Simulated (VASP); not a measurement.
**SrCl2: single point with PBEsol**

The system is SrCl2.

```
Sr Cl
1.0
     2.44170    1.40972    3.99013
    -2.44170    1.40972    3.99013
     0.00000   -2.81943    3.99013
Sr Cl
1 2
Direct
  0.00000 0.00000 0.00000
  0.24994 0.24994 0.24994
  0.75006 0.75006 0.75006
```

```json
{
  "Program": "VASP 6.6.1",
  "Task": "single point",
  "Functional": "PBEsol",
  "Potentials or basis": "VASP PAW PBE potentials, release 64 (Sr_sv, Cl)",
  "Cutoff": "520 eV",
  "k mesh": "8 × 8 × 8",
  "Occupations": "gaussian, width 0.05 eV",
  "Spin": "no spin polarisation"
}
```

The pressure is 0.1 GPa. The band gap on the k mesh is 5.24 eV (least direct gap 5.34 eV).

Levels at points of the mesh, in eV from the valence-band top:
```
           k point  band 10  band 11  band 12  band 13  band 14  band 15
(0.00, 0.00, 0.00)    -0.36    -0.36    -0.36     5.24     5.96     5.96
(0.50, 0.00, 0.00)    -1.41    -1.11    -1.11     6.62     6.63     7.52
(0.50, 0.50, 0.00)    -0.44    -0.44     0.00     5.34     7.00     7.58
(0.50, 0.50, 0.50)    -1.41    -1.11    -1.11     6.62     6.62     7.51
```

Run time: 98 s on 1 thread of Oxide Virtual Turin-like Processor, on a shared host, peak memory 0.23 GiB.

Caveat: the PAW data sets were made with another functional, which shifts forces and pressure a little. A k mesh can miss the band edges.
